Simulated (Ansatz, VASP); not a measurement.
## Two plane-wave programs on Au

File POSCAR:

```
Au
1.0
   -1.6211445481      1.6211445481      1.6211445481
    1.6211445481     -1.6211445481      1.6211445481
    1.6211445481      1.6211445481     -1.6211445481
Au
1
Direct
    0.0000000000      0.0000000000      0.0000000000
```

Contents of INCAR.step1:

```
  ALGO = Normal
  EDIFF = 1E-4
  ENCUT = 520
  GGA = PE
  ISMEAR = 0
  LASPH = True
  LCHARG = False
  LREAL = False
  LWAVE = True
  NBANDS = 12
  NELM = 60
  PREC = Accurate
  SIGMA = 0.1
```

Contents of INCAR.step2:

```
  ALGO = Normal
  EDIFF = 1E-7
  ENCUT = 520
  ISIF = 2
  ISMEAR = 0
  ISTART = 1
  LASPH = True
  LCHARG = False
  LMIXTAU = True
  LREAL = False
  LWAVE = False
  METAGGA = R2SCAN
  NBANDS = 12
  NELM = 60
  PREC = Accurate
  SIGMA = 0.1
```

KPOINTS

```
k-points
0
Gamma
  18 18 18
```

Input for Ansatz:

```yaml
crystal:
  lattice:
    - [-1.6211445481, 1.6211445481, 1.6211445481]
    - [1.6211445481, -1.6211445481, 1.6211445481]
    - [1.6211445481, 1.6211445481, -1.6211445481]
  atoms:
    - { symbol: Au, position: [0.0, 0.0, 0.0] }
basis:
  ecutwfc: 500
kpoints:
  mp_grid: { grid: [18, 18, 18] }
hamiltonian:
  xc: r2scan
scf:
  occupations: { method: gaussian, width: 0.1 }
output:
  forces: true
  stress: true
  eigenvalues: true
  write_density: true
  write_potential: true
  elf: true
  volumetric_format: npy
```

Alike in both runs: task single point; functional r2SCAN; k mesh 18 × 18 × 18; occupations gaussian, width 0.1 eV; no spin polarisation.

|  | VASP | Ansatz |
| --- | --- | --- |
| version | VASP 6.6.1 | Ansatz 0.2.0 |
| potentials or method | VASP PAW PBE potentials, release 64 (Au), cutoff 520 eV | scalar-relativistic, plane waves, PAW |
| valence electrons in the cell | 11 | 19 |

Ansatz gave:

| Property | Result |
| --- | --- |
| gap on the k mesh at the Fermi level (eV) | none |
| pressure (GPa) | 5.1 |

Q: Which values does VASP return?

A: gap on the k mesh at the Fermi level (eV): none; pressure (GPa): 5.4.

VASP's potentials were made for PBE, not for r2SCAN. A gap of «none» marks a metal or a gap that the smearing closes. With one functional, cell and mesh, what is left measures potentials, basis and numerics. VASP's potentials hold 11 valence electrons a cell and Ansatz's 19, so a difference there can come from the potentials and not from the codes.

Spin-orbit coupling is off throughout.
